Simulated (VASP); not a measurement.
# C (P6_3/mmc) in VASP: a series of runs

Runs on C. Level: r2SCAN. Tasks: single point.

All numbers are computed with VASP 6.6.1; they aren't measurements. Logs are shortened: lines on timing, memory, paths and dates and some standing lists are left out, and cuts for length are marked.

## 1. The cell of the first run

Symmetry: P6_3/mmc, No. 194, hexagonal system. The conventional cell has a = 2.456 Å, b = 2.456 Å, c = 7.011 Å, α = 90.00°, β = 90.00°, γ = 120.00°. C (site symmetry -6m2) has 3 C at 1.42 Å within 1.9 Å. C (site symmetry -6m2) has 3 C at 1.42 Å within 1.9 Å.

## 2. Single point, r2SCAN

Contents of POSCAR:

```
C
1.0
    2.4559134450      0.0000000000      0.0000000000
   -1.2279567225      2.1268834329      0.0000000000
    0.0000000000      0.0000000000      7.0106290262
C
4
Direct
    1.0000000000      1.0000000000      0.2500000000
    0.0000000000      0.0000000000      0.7500000000
    0.3333333333      0.6666666667      0.2500000000
    0.6666666667      0.3333333333      0.7500000000
```

Contents of INCAR.step1:

```
ALGO     = Normal         # electronic algorithm
EDIFF    = 1E-4           # SCF threshold, eV
ENCUT    = 520            # plane-wave cutoff, eV
GGA      = PE             # functional
ISMEAR   = 0              # smearing method
LASPH    = T              # aspherical terms in the spheres
LCHARG   = F              # write CHGCAR
LREAL    = F              # projectors in reciprocal space
LWAVE    = T              # write WAVECAR
NBANDS   = 16             # bands
NELM     = 60             # most SCF steps
PREC     = Accurate       # precision mode
SIGMA    = 0.2            # smearing width, eV
```

Contents of INCAR.step2:

```
ALGO     = Normal         # electronic algorithm
EDIFF    = 1E-6           # SCF threshold, eV
ENCUT    = 520            # plane-wave cutoff, eV
ISIF     = 2              # what is computed and relaxed
ISMEAR   = 0              # smearing method
ISTART   = 1            
LASPH    = T              # aspherical terms in the spheres
LCHARG   = F              # write CHGCAR
LMIXTAU  = T            
LREAL    = F              # projectors in reciprocal space
LWAVE    = F              # write WAVECAR
METAGGA  = R2SCAN         # meta-GGA
NBANDS   = 16             # bands
NELM     = 60             # most SCF steps
PREC     = Accurate       # precision mode
SIGMA    = 0.2            # smearing width, eV
```

Contents of KPOINTS:

```
k-points
0
Gamma
  15 15 5
```

Potentials or basis: VASP PAW PBE potentials, release 64 (C).

Command:

```sh
cat potpaw_PBE.64/C/POTCAR > POTCAR
cp INCAR.step1 INCAR
mpirun -np 1 vasp_std > vasp.out
cp INCAR.step2 INCAR
mpirun -np 1 vasp_std > vasp.out
```

OUTCAR:

```text
EDIFF = 1E-6
   ENCUT = 520
   ISIF = 2
   ISMEAR = 0
   ISTART = 1
   LASPH = T
   LREAL = F
   METAGGA = R2SCAN
   NELM = 60
   PREC = Accurate

 ion  position               nearest neighbor table
   1  0.000  0.000  0.250-   3 1.42   3 1.42   3 1.42
   2  0.000  0.000  0.750-   4 1.42   4 1.42   4 1.42
   3  0.333  0.667  0.250-   1 1.42   1 1.42   1 1.42
   4  0.667  0.333  0.750-   2 1.42   2 1.42   2 1.42

  LATTYP: Found a hexagonal cell.
 ALAT       =     2.4559134450
 C/A-ratio  =     2.8545912481

  Lattice vectors:

 A1 = (   2.4559134450,   0.0000000000,   0.0000000000)
 A2 = (  -1.2279567225,   2.1268834329,   0.0000000000)
 A3 = (   0.0000000000,   0.0000000000,   7.0106290262)

Analysis of symmetry for initial positions (statically):
=====================================================================
 Subroutine PRICEL returns:
 Original cell was already a primitive cell.

 Routine SETGRP: Setting up the symmetry group for a
 hexagonal supercell.

 Subroutine GETGRP returns: Found 24 space group operations
 (whereof 12 operations were pure point group operations)
 out of a pool of 24 trial point group operations.

The static configuration has the point symmetry D_3d.
 The point group associated with its full space group is D_6h.

Analysis of symmetry for dynamics (positions and initial velocities):
=====================================================================
 Subroutine PRICEL returns:
 Original cell was already a primitive cell.

 Routine SETGRP: Setting up the symmetry group for a
 hexagonal supercell.

 Subroutine GETGRP returns: Found 24 space group operations
 (whereof 12 operations were pure point group operations)
 out of a pool of 24 trial point group operations.

The dynamic configuration has the point symmetry D_3d.
 The point group associated with its full space group is D_6h.

 Subroutine INISYM returns: Found 24 space group operations
 (whereof 12 operations are pure point group operations),
 and found     1 'primitive' translations

----------------------------------------------------------------------------------------

                                     Primitive cell

  volume of cell :      36.6196

  direct lattice vectors                    reciprocal lattice vectors
     2.455913445  0.000000000  0.000000000     0.407180474  0.235085756  0.000000000
    -1.227956723  2.126883433  0.000000000     0.000000000  0.470171512  0.000000000
     0.000000000  0.000000000  7.010629026     0.000000000  0.000000000  0.142640553

  length of vectors
     2.455913445  2.455913445  7.010629026     0.470171512  0.470171512  0.142640553

  position of ions in fractional coordinates (direct lattice)
     0.000000000  0.000000000  0.250000000
     0.000000000  0.000000000  0.750000000
     0.333333333  0.666666667  0.250000000
     0.666666667  0.333333333  0.750000000

  ion indices of the primitive-cell ions
   primitive index   ion index
                 1           1
                 2           2
                 3           3
                 4           4

----------------------------------------------------------------------------------------

 KPOINTS: k-points

Automatic generation of k-mesh.
 Grid dimensions read from file:
 generate k-points for:   15   15    5

 Generating k-lattice:

  Cartesian coordinates                     Fractional coordinates (reciprocal lattice)
     0.027145365  0.015672384  0.000000000     0.066666667  0.000000000  0.000000000
     0.000000000  0.031344767  0.000000000     0.000000000  0.066666667  0.000000000
     0.000000000  0.000000000  0.028528111     0.000000000  0.000000000  0.200000000

  Length of vectors
     0.031344767  0.031344767  0.028528111

  Shift w.r.t. Gamma in fractional coordinates (k-lattice)
     0.000000000  0.000000000  0.000000000

 Subroutine IBZKPT returns following result:
 ===========================================

 Found     81 irreducible k-points:

 Following reciprocal coordinates:
            Coordinates               Weight
  0.000000  0.000000  0.000000      1.000000
  0.066667  0.000000  0.000000      6.000000
  0.133333 -0.000000  0.000000      6.000000
  0.200000  0.000000  0.000000      6.000000
  0.266667 -0.000000  0.000000      6.000000
  0.333333  0.000000  0.000000      6.000000
[... 16 lines left out ...]
  0.333333  0.200000  0.000000     12.000000
  0.400000  0.200000  0.000000      6.000000
 [... further k-points ...]
   k-points           NKPTS =     81   k-points in BZ     NKDIM =     81   number of bands    NBANDS=     16
   number of dos      NEDOS =    301   number of ions     NIONS =      4
   total plane-waves  NPLWV =  17496
   dimension x,y,z NGX =    18 NGY =   18 NGZ =   54
   dimension x,y,z NGXF=    36 NGYF=   36 NGZF=  108
   ions per type =               4
   NGX,Y,Z   is equivalent  to a cutoff of  12.18, 12.18, 12.81 a.u.
   NGXF,Y,Z  is equivalent  to a cutoff of  24.37, 24.37, 25.61 a.u.
 SYSTEM =  unknown system
   PREC   = accura    normal or accurate (medium, high low for compatibility)
   ISTART =      1    job   : 0-new  1-cont  2-samecut
   ICHARG =      0    charge: 1-file 2-atom 10-const
   ISPIN  =      1    spin polarized calculation?
   LNONCOLLINEAR =      F non collinear calculations
   LSORBIT =      F    spin-orbit coupling
   LASPH  =      T    aspherical Exc in radial PAW
   ENCUT  =  520.0 eV  38.22 Ry    6.18 a.u.   4.57  4.57 13.04*2*pi/ulx,y,z
   NELM   =     60;   NELMIN=  2; NELMDL=  0     # of ELM steps
   EDIFF  = 0.1E-05   stopping-criterion for ELM
   LREAL  =      F    real-space projection
   EDIFFG = 0.1E-04   stopping-criterion for IOM
   NSW    =      0    number of steps for IOM
   IBRION =     -1    ionic relax: 0-MD 1-quasi-New 2-CG
   NFREE  =      0    steps in history (QN), initial steepest desc. (CG)
   ISIF   =      2    stress and relaxation
   ISYM   =      2    0-nonsym 1-usesym 2-fastsym
   POTIM  = 0.5000    time-step for ionic-motion
   TEBEG  =    0.0;   TEEND  =   0.0 temperature during run
   PSTRESS=    0.0 pullay stress
   NELECT =      16.0000    total number of electrons
   NUPDOWN=      -1.0000    fix difference up-down
   EMIN   =  10.00;   EMAX   =-10.00  energy-range for DOS
   EFERMI =   0.00;   METHOD = LEGACY
   ISMEAR =     0;   SIGMA  =   0.20  broadening in eV -4-tet -1-fermi 0-gaus
   EFERMI_NEDOS =   21; number of points for ismear=-14 and -15
   IALGO  =     38    algorithm
   IMIX   =      4    mixing-type and parameters
     AMIX     =   0.40;   BMIX     =  1.00
     AMIX_MAG =   1.60;   BMIX_MAG =  1.00
  volume/ion in A,a.u.               =       9.15        61.78
  Fermi-wavevector in a.u.,A,eV,Ry     =   1.242254  2.347519 20.996428  1.543194
  Thomas-Fermi vector in A             =   2.376616
   LORBIT       =      0    0 simple, 1 ext, 2 COOP (PROOUT), +10 PAW based schemes
   METAGGA = R2SCAN    functional components
   LHFCALC =     F    Hartree Fock is set to
   AEXX    =    0.0000 exact exchange contribution
   IVDW    =     0    specifies the selected vdW correction
   LEPSILON=     F    determine dielectric tensor
   LRPA    =     F    only Hartree local field effects (RPA)
 non-spin polarized calculation
 Gauss-broadening in eV      SIGMA  =   0.20
  energy-cutoff  :      520.00
  volume of cell :       36.62
 maximum number of plane-waves:      1008
   NGX =  9   NGY =  9   NGZ = 27

 number of electron      15.9999995 magnetization

 Free energy of the ion-electron system (eV)
  ---------------------------------------------------
  ext. energy  EPLUGINS =         0.00000000
  ---------------------------------------------------
  free energy    TOTEN  =       -39.75075059 eV

  energy without entropy =      -39.74834382  energy(sigma->0) =      -39.74954721

 E-fermi :   4.3074     XC(G=0): -10.8307

 val. band max:        4.3026279737   @ k =   0.3333   0.3333   0.2000
 cond. band min:       4.3142255943   @ k =   0.3333   0.3333   0.4000
 fundamental gap:      0.0115976206
 Fermi energy:         4.3074017669

 k-point     1 :       0.0000    0.0000    0.0000
  band No.  band energies     occupation
      1     -16.6319      2.00000
      2     -16.4228      2.00000
      3      -4.5635      2.00000
      4      -2.9580      2.00000
      5       1.0984      2.00000
      6       1.0984      2.00000
[... 8 lines left out ...]
     15      16.7555      0.00000
     16      16.9198      0.00000

 k-point     2 :       0.0667    0.0000    0.0000
  band No.  band energies     occupation
      1     -16.5195      2.00000
      2     -16.3117      2.00000
      3      -4.4276      2.00000
      4      -2.8284      2.00000
      5       0.6350      2.00000
      6       0.6542      2.00000
[... 8 lines left out ...]
     15      16.3325      0.00000
     16      16.5187      0.00000

 k-point     3 :       0.1333   -0.0000    0.0000
  band No.  band energies     occupation
      1     -16.1831      2.00000
      2     -15.9794      2.00000
      3      -4.0216      2.00000
      4      -2.4422      2.00000
      5      -0.5900      2.00000
      6      -0.5553      2.00000
[... 8 lines left out ...]
     15      15.1663      0.00000
     16      15.4313      0.00000

 k-point     4 :       0.2000    0.0000    0.0000
  band No.  band energies     occupation
      1     -15.6252      2.00000
      2     -15.4283      2.00000
      3      -3.3515      2.00000
      4      -2.2618      2.00000
      5      -2.2085      2.00000
      6      -1.8083      2.00000
[... 8 lines left out ...]
     15      16.7823      0.00000
     16      16.8160      0.00000
[... 324 lines left out ...]
 k-point    22 :       0.2667    0.2000    0.0000
  band No.  band energies     occupation
      1     -12.5901      2.00000
      2     -12.4300      2.00000
      3      -6.6600      2.00000
      4      -6.5885      2.00000
      5      -4.5089      2.00000
      6      -4.4572      2.00000
[... 8 lines left out ...]
     15      17.7133      0.00000
     16      18.2208      0.00000

 k-point    23 :       0.3333    0.2000    0.0000
  band No.  band energies     occupation
      1     -11.3718      2.00000
      2     -11.2305      2.00000
      3      -8.1783      2.00000
      4      -8.0816      2.00000
      5      -4.9744      2.00000
      6      -4.9086      2.00000
[... 8 lines left out ...]
     15      17.2845      0.00000
     16      17.7832      0.00000

 k-point    24 :       0.4000    0.2000    0.0000
  band No.  band energies     occupation
      1     -10.3842      2.00000
      2     -10.3110      2.00000
      3      -9.2221      2.00000
      4      -9.1762      2.00000
      5      -5.1192      2.00000
      6      -5.0497      2.00000
[... 8 lines left out ...]
     15      16.7330      0.00000
     16      16.8696      0.00000

 [... further k-points ...]

------------------------ aborting loop because EDIFF is reached ----------------------------------------

  FORCE on cell =-STRESS in cart. coord.  units (eV):
  Direction    XX          YY          ZZ          XY          YZ          ZX
  --------------------------------------------------------------------------------------
  -------------------------------------------------------------------------------------
  Total        0.2317517      0.2317517     -0.0013338      0.0000000     -0.0000000      0.0000000
  in kB       10.1395758     10.1395758     -0.0583542      0.0000000     -0.0000000      0.0000000
  external PRESSURE =       6.7402658 kB  Pullay stress =       0.0000000 kB

 VOLUME and BASIS-vectors are now :
 -----------------------------------------------------------------------------
  energy-cutoff  :      520.00
  volume of cell :       36.62
      direct lattice vectors                 reciprocal lattice vectors
     2.455913445  0.000000000  0.000000000     0.407180474  0.235085756  0.000000000
    -1.227956723  2.126883433  0.000000000     0.000000000  0.470171512  0.000000000
     0.000000000  0.000000000  7.010629026     0.000000000  0.000000000  0.142640553

 POSITION                                       TOTAL-FORCE (eV/Angst)
 -----------------------------------------------------------------------------------
      0.00000      0.00000      1.75266        -0.000000      0.000000      0.000000
      0.00000      0.00000      5.25797         0.000000     -0.000000      0.000000
     -0.00000      1.41792      1.75266        -0.000000      0.000000      0.000000
      1.22796      0.70896      5.25797         0.000000     -0.000000     -0.000000
 -----------------------------------------------------------------------------------
    total drift:                                0.000000     -0.000000      0.000000

  FREE ENERGIE OF THE ION-ELECTRON SYSTEM (eV)
  ---------------------------------------------------
  free  energy   TOTEN  =       -39.7507505900 eV

  energy  without entropy=      -39.7483438211  energy(sigma->0) =      -39.74954721
```

Wall time 89 s (1 thread of Intel Xeon Platinum 8488C (Sapphire Rapids), shared host); peak memory 0.16 GiB.

Results:

```
Free energy            : -39.7508 eV
Pressure               : 0.7 GPa
Band gap on the k mesh : zero (bands 8 and 9 overlap by 0.02 eV)
```

Caveat: the PAW data sets were made with another functional, which shifts forces and pressure a little.

(Part 1 of 2 ends here.)

The gap in the log of VASP goes by the Fermi energy; the results here count the filled bands.